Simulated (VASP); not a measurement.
The system is Li.

```
Li
1.0
    -1.75465    1.75465    1.75465
     1.75465   -1.75465    1.75465
     1.75465    1.75465   -1.75465
Li
1
Direct
  0.00000 0.00000 0.00000
```

```yaml
Program: VASP 6.6.1
Task: relaxation of volume and atoms at fixed shape
Functional: LDA
Potentials_or_basis: VASP PAW LDA potentials, release 64 (Li_sv)
Cutoff: 750 eV
k_mesh: 9 × 9 × 9
Occupations: fermi-dirac, width 0.05 eV
Spin: no spin polarisation
```

At the start: pressure -1.7 GPa; volume 21.61 Å³/atom.

How do energy, volume and symmetry change on relaxing?

Over 4 steps the energy falls by 15.5 meV/atom and the volume is 18.90 Å³/atom (-12.5 %); space group Im-3m (No. 229, to 0.1 Å) before and after.

The path:
| step | energy change (eV) | largest force (eV/Å) | pressure (GPa) | volume (Å³) |
| --- | --- | --- | --- | --- |
| 1 | 0.0000 | 0.0000 | -1.68 | 21.61 |
| 2 | -0.0066 | 0.0000 | -1.33 | 20.91 |
| 3 | -0.0145 | 0.0000 | -0.47 | 19.55 |
| 4 | -0.0155 | 0.0000 | 0.03 | 18.90 |

Final structure:
```yaml
crystal:
  lattice:
    - [-1.67807, 1.67807, 1.67807]
    - [1.67807, -1.67807, 1.67807]
    - [1.67807, 1.67807, -1.67807]
  atoms:
    - { symbol: Li, position: [0.00000, 0.00000, 0.00000] }
```
